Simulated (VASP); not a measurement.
# Ru (Fd-3m) in VASP: notebook, part 2 of 2

VASP 6.6.1. The steps go on from the part before.

## (4) Relaxation of cell and atoms, PBE

Input file INCAR:

```
ALGO = Normal
EDIFF = 1E-7
EDIFFG = -0.01
ENCUT = 600
GGA = PE
IBRION = 2
ISIF = 3
ISMEAR = -1
LASPH = True
LCHARG = False
LREAL = False
LWAVE = False
NELM = 60
NSW = 80
PREC = Accurate
SIGMA = 0.05
```

Input file KPOINTS:

```
k-points
0
Gamma
  13 13 13
```

Input file POSCAR:

```
Ru
1.0
    0.0000000000      2.7274170404      2.7274170404
    2.7274170404      0.0000000000      2.7274170404
    2.7274170404      2.7274170404      0.0000000000
Ru
2
Direct
    0.0000000000      0.0000000000      0.0000000000
    0.2500000000      0.2500000000      0.2500000000
```

Potentials or basis: VASP PAW PBE potentials, release 64 (Ru_pv).

On the command line:

```
$ cat potpaw_PBE.64/Ru_pv/POTCAR > POTCAR
$ mpirun -np 1 vasp_std > vasp.out
```

OUTCAR:

```text
EDIFF = 1E-7
   EDIFFG = -0.01
   ENCUT = 600
   GGA = PE
   IBRION = 2
   ISIF = 3
   ISMEAR = -1
   LASPH = True
   LREAL = False
   NELM = 60
   NSW = 80
   PREC = Accurate

 ion  position               nearest neighbor table
   1  0.000  0.000  0.000-   2 2.36   2 2.36   2 2.36   2 2.36
   2  0.250  0.250  0.250-   1 2.36   1 2.36   1 2.36   1 2.36

  LATTYP: Found a face centered cubic cell.
 ALAT       =     5.4548340808

  Lattice vectors:

 A1 = (   0.0000000000,   2.7274170404,   2.7274170404)
 A2 = (   2.7274170404,   0.0000000000,   2.7274170404)
 A3 = (   2.7274170404,   2.7274170404,   0.0000000000)

Analysis of symmetry for initial positions (statically):
=====================================================================
 Subroutine PRICEL returns:
 Original cell was already a primitive cell.

 Routine SETGRP: Setting up the symmetry group for a
 face centered cubic supercell.

 Subroutine GETGRP returns: Found 48 space group operations
 (whereof 24 operations were pure point group operations)
 out of a pool of 48 trial point group operations.

The static configuration has the point symmetry T_d .
 The point group associated with its full space group is O_h .

Analysis of symmetry for dynamics (positions and initial velocities):
=====================================================================
 Subroutine PRICEL returns:
 Original cell was already a primitive cell.

 Routine SETGRP: Setting up the symmetry group for a
 face centered cubic supercell.

 Subroutine GETGRP returns: Found 48 space group operations
 (whereof 24 operations were pure point group operations)
 out of a pool of 48 trial point group operations.

The dynamic configuration has the point symmetry T_d .
 The point group associated with its full space group is O_h .

 Subroutine INISYM returns: Found 48 space group operations
 (whereof 24 operations are pure point group operations),
 and found     1 'primitive' translations

----------------------------------------------------------------------------------------

                                     Primitive cell

  volume of cell :      40.5774

  direct lattice vectors                    reciprocal lattice vectors
     0.000000000  2.727417040  2.727417040    -0.183323633  0.183323633  0.183323633
     2.727417040  0.000000000  2.727417040     0.183323633 -0.183323633  0.183323633
     2.727417040  2.727417040  0.000000000     0.183323633  0.183323633 -0.183323633

  length of vectors
     3.857150169  3.857150169  3.857150169     0.317525846  0.317525846  0.317525846

  position of ions in fractional coordinates (direct lattice)
     0.000000000  0.000000000  0.000000000
     0.250000000  0.250000000  0.250000000

  ion indices of the primitive-cell ions
   primitive index   ion index
                 1           1
                 2           2

----------------------------------------------------------------------------------------

 KPOINTS: k-points

[... 28 lines left out ...]
  0.307692  0.000000  0.000000      8.000000
  0.384615  0.000000  0.000000      8.000000
[... 16 lines left out ...]
  0.384615  0.153846  0.000000     24.000000
  0.461538  0.153846  0.000000     24.000000
 [... further k-points ...]
   k-points           NKPTS =     84   k-points in BZ     NKDIM =     84   number of bands    NBANDS=     18
   number of dos      NEDOS =    301   number of ions     NIONS =      2
   total plane-waves  NPLWV =  32768
   dimension x,y,z NGX =    32 NGY =   32 NGZ =   32
   dimension x,y,z NGXF=    64 NGYF=   64 NGZF=   64
   ions per type =               2
   NGX,Y,Z   is equivalent  to a cutoff of  13.79, 13.79, 13.79 a.u.
   NGXF,Y,Z  is equivalent  to a cutoff of  27.58, 27.58, 27.58 a.u.
 SYSTEM =  unknown system
   PREC   = accura    normal or accurate (medium, high low for compatibility)
   ISTART =      0    job   : 0-new  1-cont  2-samecut
   ICHARG =      2    charge: 1-file 2-atom 10-const
   ISPIN  =      1    spin polarized calculation?
   LNONCOLLINEAR =      F non collinear calculations
   LSORBIT =      F    spin-orbit coupling
   LASPH  =      T    aspherical Exc in radial PAW
   ENCUT  =  600.0 eV  44.10 Ry    6.64 a.u.   7.70  7.70  7.70*2*pi/ulx,y,z
   NELM   =     60;   NELMIN=  2; NELMDL= -5     # of ELM steps
   EDIFF  = 0.1E-06   stopping-criterion for ELM
   LREAL  =      F    real-space projection
   EDIFFG = -.1E-01   stopping-criterion for IOM
   NSW    =     80    number of steps for IOM
   IBRION =      2    ionic relax: 0-MD 1-quasi-New 2-CG
   NFREE  =      1    steps in history (QN), initial steepest desc. (CG)
   ISIF   =      3    stress and relaxation
   ISYM   =      2    0-nonsym 1-usesym 2-fastsym
   POTIM  = 0.5000    time-step for ionic-motion
   TEBEG  =    0.0;   TEEND  =   0.0 temperature during run
   PSTRESS=    0.0 pullay stress
   NELECT =      28.0000    total number of electrons
   NUPDOWN=      -1.0000    fix difference up-down
   EMIN   =  10.00;   EMAX   =-10.00  energy-range for DOS
   EFERMI =   0.00;   METHOD = LEGACY
   ISMEAR =    -1;   SIGMA  =   0.05  broadening in eV -4-tet -1-fermi 0-gaus
   EFERMI_NEDOS =   21; number of points for ismear=-14 and -15
   IALGO  =     38    algorithm
   IMIX   =      4    mixing-type and parameters
     AMIX     =   0.40;   BMIX     =  1.00
     AMIX_MAG =   1.60;   BMIX_MAG =  1.00
  volume/ion in A,a.u.               =      20.29       136.92
  Fermi-wavevector in a.u.,A,eV,Ry     =   1.446658  2.733788 28.474548  2.092820
  Thomas-Fermi vector in A             =   2.564702
   LORBIT       =      0    0 simple, 1 ext, 2 COOP (PROOUT), +10 PAW based schemes
   GGA     = PE    functional components
   LHFCALC =     F    Hartree Fock is set to
   AEXX    =    0.0000 exact exchange contribution
   IVDW    =     0    specifies the selected vdW correction
   LEPSILON=     F    determine dielectric tensor
   LRPA    =     F    only Hartree local field effects (RPA)
 conjugate gradient relaxation of ions
 non-spin polarized calculation
  energy-cutoff  :      600.00
  volume of cell :       40.58
 maximum number of plane-waves:      1369
   NGX = 15   NGY = 15   NGZ = 15

--------------------------------------- Ionic step        1  -------------------------------------------

 number of electron      28.0000002 magnetization

 Free energy of the ion-electron system (eV)
  ---------------------------------------------------
  ext. energy  EPLUGINS =         0.00000000
  ---------------------------------------------------
  free energy    TOTEN  =       -16.09865615 eV

  energy without entropy =      -16.08289852  energy(sigma->0) =      -16.09077734

------------------------ aborting loop because EDIFF is reached ----------------------------------------

  FORCE on cell =-STRESS in cart. coord.  units (eV):
  Direction    XX          YY          ZZ          XY          YZ          ZX
  --------------------------------------------------------------------------------------
  -------------------------------------------------------------------------------------
  Total        0.0497543      0.0497543      0.0497543     -0.0000000      0.0000000     -0.0000000
  in kB        1.9645186      1.9645186      1.9645186     -0.0000000      0.0000000     -0.0000000
  external PRESSURE =       1.9645186 kB  Pullay stress =       0.0000000 kB
[... 59 lines left out ...]
--------------------------------------- Ionic step        3  -------------------------------------------

 number of electron      28.0000002 magnetization

 Free energy of the ion-electron system (eV)
  ---------------------------------------------------
  ext. energy  EPLUGINS =         0.00000000
  ---------------------------------------------------
  free energy    TOTEN  =       -16.09868414 eV

  energy without entropy =      -16.08290108  energy(sigma->0) =      -16.09079261

 E-fermi :   6.9934     XC(G=0): -11.3277

 val. band max:        6.9794760954   @ k =   0.3846   0.0000   0.0000
 cond. band min:       7.0217760036   @ k =  -0.1538   0.1538   0.0000
 fundamental gap:      0.0422999082
 Fermi energy:         6.9933768192

 k-point     1 :       0.0000    0.0000    0.0000
  band No.  band energies     occupation
      1     -36.1264      2.00000
      2     -36.1264      2.00000
      3     -36.1264      2.00000
      4     -35.2556      2.00000
      5     -35.2556      2.00000
      6     -35.2556      2.00000
[... 481 lines left out ...]
      5     -35.1324      2.00000
      6     -35.1069      2.00000
[... 10 lines left out ...]
     17       8.8414      0.00000
     18      10.8969      0.00000

 [... further k-points ...]

------------------------ aborting loop because EDIFF is reached ----------------------------------------

  FORCE on cell =-STRESS in cart. coord.  units (eV):
  Direction    XX          YY          ZZ          XY          YZ          ZX
  --------------------------------------------------------------------------------------
  -------------------------------------------------------------------------------------
  Total        0.0015777      0.0015777      0.0015777      0.0000000      0.0000000      0.0000000
  in kB        0.0622223      0.0622223      0.0622223      0.0000000      0.0000000      0.0000000
  external PRESSURE =       0.0622223 kB  Pullay stress =       0.0000000 kB
[... 17 lines left out ...]
  FREE ENERGIE OF THE ION-ELECTRON SYSTEM (eV)
  ---------------------------------------------------
  free  energy   TOTEN  =       -16.0986841416 eV

  energy  without entropy=      -16.0829010841  energy(sigma->0) =      -16.09079261

 reached required accuracy - stopping structural energy minimisation
```

Wall time 93 s (1 thread of Intel Xeon Platinum 8488C (Sapphire Rapids), shared host); peak memory 0.22 GiB.

What came out:

```yaml
Free_energy: -16.0987 eV
Relaxed_volume: 20.31 Å³/atom
Relaxed_cell: a = 3.859 Å, b = 3.859 Å, c = 3.859 Å, α = 60.00°, β = 60.00°, γ = 60.00°
Space_group_after_relaxing_to_0.1_Å: Fd-3m (No. 227)
Energy_gained_by_relaxing: 0.0 meV/atom
Ionic_steps: 3
Pressure_after_relaxing: 0.0 GPa
Band_gap_on_the_k_mesh: zero (bands 14 and 15 overlap by 0.92 eV)
```

Final structure:
```cif
data_structure
_symmetry_space_group_name_H-M 'P 1'
_symmetry_Int_Tables_number 1
_cell_length_a 3.8586
_cell_length_b 3.8586
_cell_length_c 3.8586
_cell_angle_alpha 60.000
_cell_angle_beta 60.000
_cell_angle_gamma 60.000
_cell_volume 40.62
loop_
_atom_site_label
_atom_site_type_symbol
_atom_site_fract_x
_atom_site_fract_y
_atom_site_fract_z
_atom_site_occupancy
Ru1 Ru 0.00000 0.00000 0.00000 1
Ru2 Ru 0.25000 0.25000 0.25000 1
```

Levels at points of the mesh, in eV from the Fermi level:
| k point | band 10 | band 11 | band 12 | band 13 | band 14 | band 15 | band 16 | band 17 | band 18 |
| --- | --- | --- | --- | --- | --- | --- | --- | --- | --- |
| (0.00, 0.00, 0.00) | -3.17 | -3.17 | -3.17 | -0.45 | -0.45 | -0.45 | 1.85 | 1.85 | 10.93 |

## (5) Relaxation of cell and atoms, PBE

This run uses another cell than the first one, of 17.68 Å³/atom.

Input file INCAR:

```
PREC = Accurate
ENCUT = 600
EDIFF = 1E-6
ISMEAR = -1
SIGMA = 0.05
LREAL = False
LASPH = True
NELM = 100
ALGO = Normal
ISIF = 3
LWAVE = False
LCHARG = False
GGA = PE
IBRION = 2
NSW = 80
EDIFFG = -0.01
```

Input file KPOINTS:

```
regular mesh
0
Gamma
  14 14 14
```

Input file POSCAR:

```
Ru
1.0
    0.0000000000      2.6050000000      2.6050000000
    2.6050000000      0.0000000000      2.6050000000
    2.6050000000      2.6050000000      0.0000000000
Ru
2
Direct
    0.0000000000      0.0000000000      0.0000000000
    0.2500000000      0.2500000000      0.2500000000
```

Potentials or basis: VASP PAW PBE potentials, release 64 (Ru_pv).

On the command line:

```
$ cat potpaw_PBE.64/Ru_pv/POTCAR > POTCAR
$ mpirun -np 1 vasp_std > vasp.out
```

OUTCAR:

```text
PREC = Accurate
   ENCUT = 600
   EDIFF = 1E-6
   ISMEAR = -1
   LREAL = False
   LASPH = True
   NELM = 100
   ISIF = 3
   GGA = PE
   IBRION = 2
   NSW = 80
   EDIFFG = -0.01

 ion  position               nearest neighbor table
   1  0.000  0.000  0.000-   2 2.26   2 2.26   2 2.26   2 2.26
   2  0.250  0.250  0.250-   1 2.26   1 2.26   1 2.26   1 2.26

  LATTYP: Found a face centered cubic cell.
 ALAT       =     5.2100000000

  Lattice vectors:

 A1 = (   0.0000000000,   2.6050000000,   2.6050000000)
 A2 = (   2.6050000000,   0.0000000000,   2.6050000000)
 A3 = (   2.6050000000,   2.6050000000,   0.0000000000)

Analysis of symmetry for initial positions (statically):
=====================================================================
 Subroutine PRICEL returns:
 Original cell was already a primitive cell.

[... 213 lines left out ...]
 cond. band min:       3.5416457443   @ k =   0.4286   0.0000   0.0000
 fundamental gap:      0.0158008974
 Fermi energy:         3.5308665210

 k-point     1 :       0.0000    0.0000    0.0000
  band No.  band energies     occupation
      1     -38.9449      2.00000
      2     -38.9449      2.00000
      3     -38.9449      2.00000
      4     -38.6115      2.00000
      5     -38.6115      2.00000
      6     -38.6115      2.00000
[... 602 lines left out ...]
--------------------------------------- Ionic step        5  -------------------------------------------

 number of electron      28.0000003 magnetization

 Free energy of the ion-electron system (eV)
  ---------------------------------------------------
  ext. energy  EPLUGINS =         0.00000000
  ---------------------------------------------------
  free energy    TOTEN  =       -16.09519257 eV

  energy without entropy =      -16.08012509  energy(sigma->0) =      -16.08765883

 E-fermi :   6.9892     XC(G=0): -11.3257

 val. band max:        6.9580337399   @ k =  -0.4286   0.0714   0.0000
 cond. band min:       6.9999130547   @ k =   0.2857   0.1429   0.0000
 fundamental gap:      0.0418793148
 Fermi energy:         6.9892038227

 k-point     1 :       0.0000    0.0000    0.0000
  band No.  band energies     occupation
      1     -36.1302      2.00000
      2     -36.1302      2.00000
      3     -36.1302      2.00000
      4     -35.2604      2.00000
      5     -35.2604      2.00000
      6     -35.2604      2.00000
[... 524 lines left out ...]
  FREE ENERGIE OF THE ION-ELECTRON SYSTEM (eV)
  ---------------------------------------------------
  free  energy   TOTEN  =       -16.0951925664 eV

  energy  without entropy=      -16.0801250857  energy(sigma->0) =      -16.08765883

 reached required accuracy - stopping structural energy minimisation
```

Wall time 3.2 min (1 thread of Intel Xeon Platinum 8488C (Sapphire Rapids), shared host); peak memory 0.22 GiB.

Results:

| Property | Result |
| --- | --- |
| Free energy | -16.0952 eV |
| Relaxed volume | 20.32 Å³/atom |
| Relaxed cell | a = 3.859 Å, b = 3.859 Å, c = 3.859 Å, α = 60.00°, β = 60.00°, γ = 60.00° |
| Space group after relaxing (to 0.1 Å) | Fd-3m (No. 227) |
| Pressure after relaxing | 0.0 GPa |
| Band gap on the k mesh | zero (bands 14 and 15 overlap by 0.92 eV) |

Final structure:
```
Ru
1.0
     0.00000    2.72880    2.72880
     2.72880    0.00000    2.72880
     2.72880    2.72880    0.00000
Ru
2
Direct
  0.00000 0.00000 0.00000
  0.25000 0.25000 0.25000
```

Levels at points of the mesh, in eV from the Fermi level:
| k point | band 10 | band 11 | band 12 | band 13 | band 14 | band 15 | band 16 | band 17 | band 18 |
| --- | --- | --- | --- | --- | --- | --- | --- | --- | --- |
| (0.00, 0.00, 0.00) | -3.17 | -3.17 | -3.17 | -0.45 | -0.45 | -0.45 | 1.85 | 1.85 | 10.93 |
| (0.50, 0.00, 0.00) | -3.41 | -3.41 | -3.17 | -0.35 | 0.23 | 0.23 | 1.40 | 1.40 | 3.06 |
| (0.50, 0.50, 0.00) | -3.38 | -1.37 | -1.37 | -1.24 | -1.24 | 1.69 | 1.69 | 3.37 | 3.37 |

## (6) The runs side by side

| task | cell | k mesh | cutoff (eV) | gap on the mesh (eV) | pressure (GPa) | relaxed volume (Å³/atom) |
| --- | --- | --- | --- | --- | --- | --- |
| single point | a = 3.857 Å, angles 60.0°, 2 atoms | 13 × 13 × 13 | 520 | none | 0.2 | - |
| single point | a = 3.857 Å, angles 60.0°, 2 atoms | 14 × 14 × 14 | 520 | none | 0.2 | - |
| relaxation of cell and atoms | relaxed from a = 3.857 Å, angles 60.0°, 2 atoms | 13 × 13 × 13 | 600 | none | 0.0 | 20.31 |
| relaxation of cell and atoms | relaxed from a = 3.684 Å, angles 60.0°, 2 atoms | 14 × 14 × 14 | 600 | none | 0.0 | 20.32 |

Alike in all rows: level PBE; potentials or basis VASP PAW PBE potentials, release 64 (Ru_pv); no spin polarisation; smearing fermi-dirac 0.05 eV.

Absolute energies hang on the potentials; compare differences alone.
